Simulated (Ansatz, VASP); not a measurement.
**One calculation of Mg, two programs**

INCAR

```
  PREC = Accurate
  ENCUT = 520
  EDIFF = 1E-6
  ISMEAR = 0
  SIGMA = 0.15
  LREAL = F
  LASPH = T
  NELM = 80
  ALGO = Fast
  ISIF = 2
  LWAVE = F
  LCHARG = T
  GGA = PE
  LELF = T
  LVHAR = T
  NBANDS = 7
```

The input KPOINTS:

```
Automatic mesh
0
Gamma
  18 18 16
```

Contents of POSCAR:

```
Mg
1.0
    3.2943237845      0.0000000000      0.0000000000
   -1.6471618923      2.8529680857      0.0000000000
    0.0000000000      0.0000000000      2.9230440672
Mg
1
Direct
    0.0000000000      0.0000000000      0.0000000000
```

Input for Ansatz:

```yaml
crystal:
  lattice:
    - [3.2943237845, 0.0, 0.0]
    - [-1.6471618923, 2.8529680857, 0.0]
    - [0.0, 0.0, 2.9230440672]
  atoms:
    - { symbol: Mg, position: [0.0, 0.0, 0.0] }
basis:
  ecutwfc: 420
kpoints:
  mp_grid: { grid: [18, 18, 16] }
hamiltonian:
  xc: pbe
scf:
  occupations: { method: gaussian, width: 0.15 }
output:
  forces: true
  stress: true
  eigenvalues: true
```

Change from the starting cell: strain +0.080 along x and y, -0.040 along z, atoms carried along.

Alike in both runs: task single point; functional PBE; k mesh 18 × 18 × 16; occupations gaussian, width 0.15 eV; no spin polarisation.

|  | VASP | Ansatz |
| --- | --- | --- |
| version | VASP 6.6.1 | Ansatz 0.2.0 |
| potentials or method | VASP PAW PBE potentials, release 64 (Mg), cutoff 520 eV | scalar-relativistic, plane waves, PAW |
| valence electrons in the cell | 2 | 10 |

```tsv
	VASP	Ansatz	Ansatz less VASP
gap on the k mesh at the Fermi level (eV)	none	none	-
pressure (GPa)	-1.6	-1.5	+0.07
traceless stress, the component that is largest in VASP (GPa)	4.54	4.54	-0.005
```

A gap of «none» marks a metal or a gap that the smearing closes. VASP's potentials hold 2 valence electrons a cell and Ansatz's 10, so a difference there can come from the potentials and not from the codes.
